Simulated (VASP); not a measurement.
# BeSe (F-43m) in VASP: notebook

BeSe is run at these levels: PBEsol; tasks: single point, relaxation of cell and atoms.

Program: VASP 6.6.1. These are calculated values, not measurements. Logs are shortened: lines on timing, memory, paths and dates and some standing lists are left out, and cuts for length are marked.

### 1 The cell of the first run

Symmetry: F-43m, No. 216, cubic system. The conventional cell has a = 5.168 Å, b = 5.168 Å, c = 5.168 Å, α = 90.00°, β = 90.00°, γ = 90.00°. Within 3.0 Å of Be (site symmetry -43m) lie 4 Se at 2.24 Å. Within 3.0 Å of Se (site symmetry -43m) lie 4 Be at 2.24 Å.

### 2 Single point, PBEsol

File INCAR:

```
SYSTEM = BeSe
ALGO     = Normal         ! electronic algorithm
EDIFF    = 1E-6           ! SCF threshold, eV
ENCUT    = 600            ! plane-wave cutoff, eV
GGA      = PS             ! functional
GGA_COMPAT= .False.      
ISIF     = 2              ! what is computed and relaxed
ISMEAR   = 0              ! smearing method
LASPH    = .True.         ! aspherical terms in the spheres
LCHARG   = .False.        ! write CHGCAR
LREAL    = .False.        ! projectors in reciprocal space
LWAVE    = .False.        ! write WAVECAR
NBANDS   = 11             ! bands
NELM     = 120            ! most SCF steps
PREC     = Accurate       ! precision mode
SIGMA    = 0.1            ! smearing width, eV
```

File KPOINTS:

```
k-points
0
Gamma
  6 6 6
  0 0 0
```

File POSCAR:

```
BeSe
1.0
    0.0000000000      2.5839687400      2.5839687400
    2.5839687400      0.0000000000      2.5839687400
    2.5839687400      2.5839687400      0.0000000000
Be Se
1 1
Direct
    0.0000000000      0.0000000000      0.0000000000
    0.2500000000      0.2500000000      0.2500000000
```

Potentials or basis: VASP PAW PBE potentials, release 64 (Be, Se).

On the command line:

```console
cat potpaw_PBE.64/Be/POTCAR potpaw_PBE.64/Se/POTCAR > POTCAR
mpirun -np 1 vasp_std > vasp.out
```

OUTCAR:

```text
SYSTEM = BeSe
   EDIFF = 1E-6
   ENCUT = 600
   GGA = PS
   ISIF = 2
   ISMEAR = 0
   LASPH = .True.
   LREAL = .False.
   NELM = 120
   PREC = Accurate

 ion  position               nearest neighbor table
   1  0.000  0.000  0.000-   2 2.24   2 2.24   2 2.24   2 2.24
   2  0.250  0.250  0.250-   1 2.24   1 2.24   1 2.24   1 2.24

  LATTYP: Found a face centered cubic cell.
 ALAT       =     5.1679374800

  Lattice vectors:

 A1 = (   0.0000000000,   2.5839687400,   2.5839687400)
 A2 = (   2.5839687400,   0.0000000000,   2.5839687400)
 A3 = (   2.5839687400,   2.5839687400,   0.0000000000)

Analysis of symmetry for initial positions (statically):
=====================================================================
 Subroutine PRICEL returns:
 Original cell was already a primitive cell.

 Routine SETGRP: Setting up the symmetry group for a
 face centered cubic supercell.

 Subroutine GETGRP returns: Found 24 space group operations
 (whereof 24 operations were pure point group operations)
 out of a pool of 48 trial point group operations.

The static configuration has the point symmetry T_d .

Analysis of symmetry for dynamics (positions and initial velocities):
=====================================================================
 Subroutine PRICEL returns:
 Original cell was already a primitive cell.

 Routine SETGRP: Setting up the symmetry group for a
 face centered cubic supercell.

 Subroutine GETGRP returns: Found 24 space group operations
 (whereof 24 operations were pure point group operations)
 out of a pool of 48 trial point group operations.

The dynamic configuration has the point symmetry T_d .

 Subroutine INISYM returns: Found 24 space group operations
 (whereof 24 operations are pure point group operations),
 and found     1 'primitive' translations

----------------------------------------------------------------------------------------

                                     Primitive cell

  volume of cell :      34.5058

  direct lattice vectors                    reciprocal lattice vectors
     0.000000000  2.583968740  2.583968740    -0.193500793  0.193500793  0.193500793
     2.583968740  0.000000000  2.583968740     0.193500793 -0.193500793  0.193500793
     2.583968740  2.583968740  0.000000000     0.193500793  0.193500793 -0.193500793

  length of vectors
     3.654283637  3.654283637  3.654283637     0.335153205  0.335153205  0.335153205

  position of ions in fractional coordinates (direct lattice)
     0.000000000  0.000000000  0.000000000
     0.250000000  0.250000000  0.250000000

  ion indices of the primitive-cell ions
   primitive index   ion index
                 1           1
                 2           2

----------------------------------------------------------------------------------------

 KPOINTS: k-points

Automatic generation of k-mesh.
 Grid dimensions read from file:
 generate k-points for:    6    6    6

 Generating k-lattice:

  Cartesian coordinates                     Fractional coordinates (reciprocal lattice)
    -0.032250132  0.032250132  0.032250132     0.166666667  0.000000000  0.000000000
     0.032250132 -0.032250132  0.032250132     0.000000000  0.166666667  0.000000000
     0.032250132  0.032250132 -0.032250132     0.000000000  0.000000000  0.166666667

  Length of vectors
     0.055858867  0.055858867  0.055858867

  Shift w.r.t. Gamma in fractional coordinates (k-lattice)
     0.000000000  0.000000000  0.000000000

 Subroutine IBZKPT returns following result:
 ===========================================

 Found     16 irreducible k-points:

 Following reciprocal coordinates:
            Coordinates               Weight
  0.000000  0.000000  0.000000      1.000000
  0.166667  0.000000  0.000000      8.000000
  0.333333  0.000000  0.000000      8.000000
  0.500000  0.000000  0.000000      4.000000
  0.166667  0.166667  0.000000      6.000000
  0.333333  0.166667  0.000000     24.000000
[... 8 lines left out ...]
 -0.333333  0.333333  0.166667     24.000000
 -0.333333  0.500000  0.166667     12.000000
   k-points           NKPTS =     16   k-points in BZ     NKDIM =     16   number of bands    NBANDS=     11
   number of dos      NEDOS =    301   number of ions     NIONS =      2
   total plane-waves  NPLWV =  27000
   dimension x,y,z NGX =    30 NGY =   30 NGZ =   30
   dimension x,y,z NGXF=    60 NGYF=   60 NGZF=   60
   ions per type =               1   1
   NGX,Y,Z   is equivalent  to a cutoff of  13.65, 13.65, 13.65 a.u.
   NGXF,Y,Z  is equivalent  to a cutoff of  27.30, 27.30, 27.30 a.u.
 SYSTEM =  BeSe
   PREC   = accura    normal or accurate (medium, high low for compatibility)
   ISTART =      0    job   : 0-new  1-cont  2-samecut
   ICHARG =      2    charge: 1-file 2-atom 10-const
   ISPIN  =      1    spin polarized calculation?
   LNONCOLLINEAR =      F non collinear calculations
   LSORBIT =      F    spin-orbit coupling
   LASPH  =      T    aspherical Exc in radial PAW
   ENCUT  =  600.0 eV  44.10 Ry    6.64 a.u.   7.30  7.30  7.30*2*pi/ulx,y,z
   NELM   =    120;   NELMIN=  2; NELMDL= -5     # of ELM steps
   EDIFF  = 0.1E-05   stopping-criterion for ELM
   LREAL  =      F    real-space projection
   EDIFFG = 0.1E-04   stopping-criterion for IOM
   NSW    =      0    number of steps for IOM
   IBRION =     -1    ionic relax: 0-MD 1-quasi-New 2-CG
   NFREE  =      0    steps in history (QN), initial steepest desc. (CG)
   ISIF   =      2    stress and relaxation
   ISYM   =      2    0-nonsym 1-usesym 2-fastsym
   POTIM  = 0.5000    time-step for ionic-motion
   TEBEG  =    0.0;   TEEND  =   0.0 temperature during run
   PSTRESS=    0.0 pullay stress
   NELECT =       8.0000    total number of electrons
   NUPDOWN=      -1.0000    fix difference up-down
   EMIN   =  10.00;   EMAX   =-10.00  energy-range for DOS
   EFERMI =   0.00;   METHOD = LEGACY
   ISMEAR =     0;   SIGMA  =   0.10  broadening in eV -4-tet -1-fermi 0-gaus
   EFERMI_NEDOS =   21; number of points for ismear=-14 and -15
   IALGO  =     38    algorithm
   IMIX   =      4    mixing-type and parameters
     AMIX     =   0.40;   BMIX     =  1.00
     AMIX_MAG =   1.60;   BMIX_MAG =  1.00
  volume/ion in A,a.u.               =      17.25       116.43
  Fermi-wavevector in a.u.,A,eV,Ry     =   1.005713  1.900523 13.761741  1.011459
  Thomas-Fermi vector in A             =   2.138410
   LORBIT       =      0    0 simple, 1 ext, 2 COOP (PROOUT), +10 PAW based schemes
   GGA     = PS    functional components
   LHFCALC =     F    Hartree Fock is set to
   AEXX    =    0.0000 exact exchange contribution
   IVDW    =     0    specifies the selected vdW correction
   LEPSILON=     F    determine dielectric tensor
   LRPA    =     F    only Hartree local field effects (RPA)
 non-spin polarized calculation
 Gauss-broadening in eV      SIGMA  =   0.10
  energy-cutoff  :      600.00
  volume of cell :       34.51
 maximum number of plane-waves:      1167
 NGX is ok and might be reduce to    30
   NGX = 15   NGY = 15   NGZ = 15

 number of electron       8.0000001 magnetization

 Free energy of the ion-electron system (eV)
  ---------------------------------------------------
  ext. energy  EPLUGINS =         0.00000000
  ---------------------------------------------------
  free energy    TOTEN  =        -9.44251932 eV

  energy without entropy =       -9.44251932  energy(sigma->0) =       -9.44251932

 E-fermi :   3.6096     XC(G=0):  -9.5312

 val. band max:        3.1553131671   @ k =   0.0000   0.0000   0.0000
 cond. band min:       5.6545421636   @ k =   0.5000   0.5000   0.0000
 fundamental gap:      2.4992289966
 Fermi energy:         3.6096127399

 k-point     1 :       0.0000    0.0000    0.0000
  band No.  band energies     occupation
      1     -10.5853      2.00000
      2       3.1553      2.00000
      3       3.1553      2.00000
      4       3.1553      2.00000
      5       7.2779      0.00000
      6       8.1323      0.00000
      7       8.1323      0.00000
      8       8.1323      0.00000
      9      14.9647      0.00000
     10      15.6011      0.00000
     11      15.6011      0.00000

 k-point     2 :       0.1667    0.0000    0.0000
  band No.  band energies     occupation
      1     -10.3213      2.00000
      2       1.1395      2.00000
      3       2.8166      2.00000
      4       2.8166      2.00000
      5       7.5705      0.00000
      6       8.6780      0.00000
      7       8.6780      0.00000
      8       9.8840      0.00000
      9      14.3724      0.00000
     10      14.3724      0.00000
     11      15.1440      0.00000

 k-point     3 :       0.3333    0.0000    0.0000
  band No.  band energies     occupation
      1      -9.6794      2.00000
      2      -1.4118      2.00000
      3       2.3027      2.00000
      4       2.3027      2.00000
      5       7.4357      0.00000
      6       9.1229      0.00000
      7       9.1229      0.00000
      8      12.4027      0.00000
      9      14.9953      0.00000
     10      14.9953      0.00000
     11      15.0423      0.00000

 k-point     4 :       0.5000    0.0000    0.0000
  band No.  band energies     occupation
      1      -9.2655      2.00000
      2      -2.5148      2.00000
      3       2.0951      2.00000
      4       2.0951      2.00000
      5       7.3630      0.00000
      6       9.0624      0.00000
      7       9.0624      0.00000
      8      12.9270      0.00000
      9      16.4319      0.00000
     10      17.3055      0.00000
     11      17.3055      0.00000

 k-point     5 :       0.1667    0.1667    0.0000
  band No.  band energies     occupation
      1     -10.2332      2.00000
      2       1.4217      2.00000
      3       2.2073      2.00000
      4       2.2073      2.00000
      5       7.3551      0.00000
      6       9.0987      0.00000
      7       9.6838      0.00000
      8       9.6838      0.00000
      9      12.5841      0.00000
     10      16.1749      0.00000
     11      16.1957      0.00000
[... 99 lines left out ...]
 k-point    13 :       0.5000    0.5000    0.0000
  band No.  band energies     occupation
      1      -8.8162      2.00000
      2      -1.8815      2.00000
      3       0.5281      2.00000
      4       0.5281      2.00000
      5       5.6545      0.00000
      6       7.2832      0.00000
      7      14.7300      0.00000
      8      14.7300      0.00000
      9      17.4836      0.00000
     10      17.7548      0.00000
     11      19.3335      0.00000

 k-point    14 :       0.5000    0.3333    0.1667
  band No.  band energies     occupation
      1      -9.2122      2.00000
      2      -1.2741      2.00000
      3       0.1537      2.00000
      4       1.2272      2.00000
      5       8.1446      0.00000
      6       9.4927      0.00000
      7       9.8344      0.00000
      8      12.5015      0.00000
      9      15.0005      0.00000
     10      16.0047      0.00000
     11      18.4978      0.00000

 k-point    15 :      -0.3333    0.3333    0.1667
  band No.  band energies     occupation
      1      -8.9153      2.00000
      2      -1.6702      2.00000
      3      -0.3128      2.00000
      4       0.7760      2.00000
      5       8.7345      0.00000
      6       9.1438      0.00000
      7      11.7578      0.00000
      8      12.0915      0.00000
      9      13.5161      0.00000
     10      17.6276      0.00000
     11      18.0162      0.00000

 k-point    16 :      -0.3333    0.5000    0.1667
  band No.  band energies     occupation
      1      -8.7904      2.00000
      2      -1.4888      2.00000
      3      -0.2395      2.00000
      4       0.0209      2.00000
      5       7.6324      0.00000
      6       9.0068      0.00000
      7      11.9321      0.00000
      8      12.6773      0.00000
      9      16.3779      0.00000
     10      16.6949      0.00000
     11      19.0362      0.00000

------------------------ aborting loop because EDIFF is reached ----------------------------------------

  FORCE on cell =-STRESS in cart. coord.  units (eV):
  Direction    XX          YY          ZZ          XY          YZ          ZX
  --------------------------------------------------------------------------------------
  -------------------------------------------------------------------------------------
  Total       -0.3050043     -0.3050043     -0.3050043     -0.0000000     -0.0000000     -0.0000000
  in kB      -14.1620057    -14.1620057    -14.1620057     -0.0000000     -0.0000000     -0.0000000
  external PRESSURE =     -14.1620057 kB  Pullay stress =       0.0000000 kB

 VOLUME and BASIS-vectors are now :
 -----------------------------------------------------------------------------
  energy-cutoff  :      600.00
  volume of cell :       34.51
      direct lattice vectors                 reciprocal lattice vectors
     0.000000000  2.583968740  2.583968740    -0.193500793  0.193500793  0.193500793
     2.583968740  0.000000000  2.583968740     0.193500793 -0.193500793  0.193500793
     2.583968740  2.583968740  0.000000000     0.193500793  0.193500793 -0.193500793

 POSITION                                       TOTAL-FORCE (eV/Angst)
 -----------------------------------------------------------------------------------
      0.00000      0.00000      0.00000         0.000000      0.000000      0.000000
      1.29198      1.29198      1.29198        -0.000000     -0.000000     -0.000000
 -----------------------------------------------------------------------------------
    total drift:                                0.000000      0.000000      0.000000

  FREE ENERGIE OF THE ION-ELECTRON SYSTEM (eV)
  ---------------------------------------------------
  free  energy   TOTEN  =        -9.4425193203 eV

  energy  without entropy=       -9.4425193203  energy(sigma->0) =       -9.44251932
```

Wall time 16 s (1 thread of AMD EPYC 7R43 (Zen 3), shared host); peak memory 0.13 GiB.

What came out:

- Free energy: -9.4425 eV
- Pressure: -1.4 GPa
- Band gap on the k mesh: 2.50 eV (least direct gap 4.12 eV)

Levels at points of the mesh, in eV from the valence-band top:
```
           k point  band 2  band 3  band 4  band 5  band 6  band 7
(0.00, 0.00, 0.00)    0.00    0.00    0.00    4.12    4.98    4.98
(0.50, 0.00, 0.00)   -5.67   -1.06   -1.06    4.21    5.91    5.91
(0.50, 0.50, 0.00)   -5.04   -2.63   -2.63    2.50    4.13   11.57
```

Caveat: the PAW data sets were made with another functional, which shifts forces and pressure a little.

[end of part 1 of 3]
